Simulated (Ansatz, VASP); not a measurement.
## Re: VASP beside Ansatz

Contents of INCAR:

```
SYSTEM = Re
PREC = Accurate ; ENCUT = 500
EDIFF = 1E-6 ; ISMEAR = -1
SIGMA = 0.05 ; LREAL = .False.
LASPH = .True. ; NELM = 120
ALGO = Normal ; ISIF = 2
LWAVE = .False. ; LCHARG = .False.
NBANDS = 38 ; GGA_COMPAT = .False.
```

The input KPOINTS:

```
Automatic mesh
0
Gamma
  11 11 3
  0 0 0
```

File POSCAR:

```
Re
1.0
    2.7099146624      0.0000000000      0.0000000000
   -1.3549573311      2.3468549397      0.0000000000
    0.0000000000      0.0000000000      8.7563685467
Re
4
Direct
    0.6666666667      0.3333333333      0.7500000000
    0.0000000000      0.0000000000      0.5000000000
    0.3333333333      0.6666666667      0.2500000000
    0.0000000000      0.0000000000      0.0000000000
```

input.yaml

```yaml
crystal:
  lattice:
    - [2.7099146624, 0.0, 0.0]
    - [-1.3549573311, 2.3468549397, 0.0]
    - [0.0, 0.0, 8.7563685467]
  atoms:
    - { symbol: Re, position: [0.6666666667, 0.3333333333, 0.75] }
    - { symbol: Re, position: [0.0, 0.0, 0.5] }
    - { symbol: Re, position: [0.3333333333, 0.6666666667, 0.25] }
    - { symbol: Re, position: [0.0, 0.0, 0.0] }
hamiltonian:
  xc: lda
  pseudopotentials: { kind: paw }
kpoints:
  mp_grid: { grid: [11, 11, 3] }
scf:
  occupations: { method: fermi_dirac, width: 0.05 }
output:
  forces: true
  stress: true
  eigenvalues: true
  write_density: true
  write_potential: true
  elf: true
  volumetric_format: npy
```

Alike in both runs: task single point; functional LDA; k mesh 11 × 11 × 3; occupations fermi-dirac, width 0.05 eV; no spin polarisation.

|  | VASP | Ansatz |
| --- | --- | --- |
| version | VASP 6.6.1 | Ansatz 0.2.0 |
| potentials or method | VASP PAW LDA potentials, release 64 (Re_sv_GW) | Ansatz PAW |
| plane-wave cutoff (eV) | 500 | 420 |
| valence electrons in the cell | 60 | 60 |

```csv
,VASP,Ansatz,Ansatz less VASP
gap on the k mesh at the Fermi level (eV),none,none,-
pressure (GPa),11.3,12.2,+0.91
"traceless stress, the component that is largest in VASP (GPa)",-0.47,-0.34,+0.130
```

LDA's correlation is that of Perdew and Zunger in VASP and of Perdew and Wang (1992) in Ansatz. A gap of «none» marks a metal or a gap that the smearing closes.

Neither program's run includes spin-orbit coupling.
